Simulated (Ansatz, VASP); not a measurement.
Two plane-wave programs on Ir

```
Ir
1.0
     0.00000    1.93309    1.93309
     1.93309    0.00000    1.93309
     1.93309    1.93309    0.00000
Ir
1
Direct
  0.00000 0.00000 0.00000
```

Alike in both runs: task single point; functional PBEsol; k mesh 8 × 8 × 8; occupations gaussian, width 0.1 eV; no spin polarisation.

|  | VASP | Ansatz |
| --- | --- | --- |
| version | VASP 6.6.1 | Ansatz 0.2.0 |
| potentials or method | VASP PAW PBE potentials, release 64 (Ir), cutoff 500 eV | scalar-relativistic, plane waves, PAW |
| valence electrons in the cell | 9 | 17 |

```tsv
	VASP	Ansatz	Ansatz less VASP
gap on the k mesh at the Fermi level (eV)	none	none	-
pressure (GPa)	-8.0	-8.7	-0.68
```

VASP's potentials were made for PBE, not for PBEsol. A gap of «none» marks a metal or a gap that the smearing closes. The functional is the same, so the differences come from potentials, cutoffs and numerics. VASP's potentials hold 9 valence electrons a cell and Ansatz's 17, so a difference there can come from the potentials and not from the codes.

Neither program's run includes spin-orbit coupling.
